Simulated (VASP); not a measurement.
A run of VASP 6.6.1:

File POSCAR:

```
Ba
1.0
    3.3084586035      0.0000000000      0.0000000000
   -1.6542293018      2.8652091980      0.0000000000
    0.0000000000      0.0000000000     10.8018260822
Ba
4
Direct
    0.0000000000      0.0000000000      0.0000000000
    0.0000000000      0.0000000000      0.5000000000
    0.3333333333      0.6666666667      0.2500000000
    0.6666666667      0.3333333333      0.7500000000
```

Contents of INCAR.step1:

```
SYSTEM = Ba
  PREC = Accurate
  ENCUT = 520
  EDIFF = 1E-6
  ISMEAR = -1
  SIGMA = 0.08
  LREAL = .False.
  LASPH = .True.
  NELM = 100
  ALGO = Normal
  ISIF = 2
  LWAVE = .False.
  LCHARG = .True.
  GGA = PE
  NBANDS = 28
```

The input KPOINTS.step1:

```
Automatic mesh
0
Gamma
  8 8 2
  0 0 0
```

The input INCAR.step2:

```
SYSTEM = Ba
  PREC = Accurate
  ENCUT = 520
  EDIFF = 1E-6
  ISMEAR = -5
  SIGMA = 0.08
  LREAL = .False.
  LASPH = .True.
  NELM = 100
  ALGO = Normal
  ISIF = 2
  LWAVE = .False.
  LCHARG = .False.
  GGA = PE
  LORBIT = 11
  NBANDS = 28
  NEDOS = 2001
  ICHARG = 11
```

The input KPOINTS.step2:

```
Automatic mesh
0
Gamma
  12 12 3
  0 0 0
```

Potentials or basis: VASP PAW PBE potentials, release 64 (Ba_sv).

Launch:

```console
$ cat potpaw_PBE.64/Ba_sv/POTCAR > POTCAR
$ cp INCAR.step1 INCAR
$ cp KPOINTS.step1 KPOINTS
$ mpirun -np 1 vasp_std > vasp.out
$ cp INCAR.step2 INCAR
$ cp KPOINTS.step2 KPOINTS
$ mpirun -np 1 vasp_std > vasp.out
```

Hardware: 1 thread of AMD EPYC 7R13 (shared host).

**Question.** How long does it take, and how much memory?

**Answer.** It took 4 min on 1 thread of AMD EPYC 7R13, on a shared host, peak memory 0.23 GiB. Counts: k points 38.
